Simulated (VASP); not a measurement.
**NbN: single point with PBE+U**

NbN:

```
Nb N
1.0
     0.00000    2.19450    2.19450
     4.38900    2.19450    2.19450
     4.38900    4.38900    0.00000
Nb N
2 2
Cartesian
  2.1945 2.1945 2.1945
  4.3890 4.3890 2.1945
  0.0000 0.0000 0.0000
  2.1945 2.1945 0.0000
```

* Program: VASP 6.6.1
* Task: single point
* Functional: PBE
* Potentials or basis: VASP PAW PBE potentials, release 64 (Nb_sv, N)
* Cutoff: 600 eV
* k mesh: 7 × 7 × 7
* Occupations: gaussian, width 0.05 eV
* Spin: collinear spin, zero start
* Starting moments: [0.0, 0.0, 0.0, 0.0] μB
* Hubbard terms: Nb d U = 8.0 eV
* Dipole correction: no
* Further INCAR settings: ALGO = Normal; EDIFF = 1e-06; NBANDS = 30

```yaml
Pressure: 25.7 GPa
Band_gap_on_the_k_mesh: zero (filled and empty bands overlap)
Net_moment: 0.00 μB per cell
Valence_electrons_inside_the_program's_atomic_spheres: Nb 10.14; N 3.81
```

Stress tensor (GPa, compression positive):
```
25.28  0.00  0.00
 0.00 25.90  0.00
 0.00  0.00 25.90
```

Levels at points of the mesh, in eV from the Fermi level:
Spin up:
| k point | band 16 | band 17 | band 18 | band 19 | band 20 | band 21 |
| --- | --- | --- | --- | --- | --- | --- |
| (0.00, 0.00, 0.00) | -3.86 | -3.85 | -1.91 | -1.91 | -1.89 | 0.65 |
Spin down:
| k point | band 16 | band 17 | band 18 | band 19 | band 20 | band 21 |
| --- | --- | --- | --- | --- | --- | --- |
| (0.00, 0.00, 0.00) | -3.86 | -3.85 | -1.91 | -1.91 | -1.89 | 0.65 |

Eigenvalues of the final occupation matrices:
```csv
site,spin,trace,eigenvalues
site 1 d,1,0.95,0.14 0.14 0.22 0.23 0.23
site 1 d,2,0.95,0.14 0.14 0.22 0.23 0.23
site 2 d,1,0.95,0.14 0.14 0.22 0.23 0.23
site 2 d,2,0.95,0.14 0.14 0.22 0.23 0.23
```

Wall time 7.2 min on 1 thread of Intel Xeon 8259CL (shared host), peak memory 0.34 GiB.

Caveat: the cell stands under pressure.
